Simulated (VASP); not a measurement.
A run of VASP 6.6.1:

File INCAR:

```
PREC = Accurate
ENCUT = 600
EDIFF = 1E-6
ISMEAR = 0
SIGMA = 0.1
LREAL = F
LASPH = T
NELM = 60
ALGO = Normal
ISIF = 3
LWAVE = F
LCHARG = F
GGA = PE
IBRION = 2
NSW = 90
EDIFFG = -0.04
```

File KPOINTS:

```
regular mesh
0
Gamma
  2 2 6
```

POSCAR

```
Sn2TeO2
1.0
    8.3895149357      0.0000000000      0.0000000000
    0.0000000000      8.3895149357      0.0000000000
    0.0000000000      0.0000000000      3.2631458378
Sn Te O
4 2 4
Direct
    0.6663778549      0.1663778549      0.5000000000
    0.3336221451      0.8336221451      0.5000000000
    0.1663778549      0.3336221451      0.5000000000
    0.8336221451      0.6663778549      0.5000000000
    0.5000000000      0.5000000000      0.0000000000
    0.0000000000      0.0000000000      0.0000000000
    0.2194709183      0.7194709183      0.0000000000
    0.7805290817      0.2805290817      0.0000000000
    0.7194709183      0.7805290817      0.0000000000
    0.2805290817      0.2194709183      0.0000000000
```

Potentials or basis: VASP PAW PBE potentials, release 64 (Sn_d, Te, O).

Command:

```console
$ cat potpaw_PBE.64/Sn_d/POTCAR potpaw_PBE.64/Te/POTCAR potpaw_PBE.64/O/POTCAR > POTCAR
$ mpirun -np 1 vasp_std > vasp.out
```

Hardware: 1 thread of Intel(R) Xeon(R) Platinum 8559C (Emerald Rapids) (shared host).

**Question.** Estimate the wall time of this run.

**Answer.** Run time: 26 min on 1 thread of Intel(R) Xeon(R) Platinum 8559C (Emerald Rapids), on a shared host, peak memory 0.5 GiB. Counts: scf iterations 93, k points 12, ion steps 10.
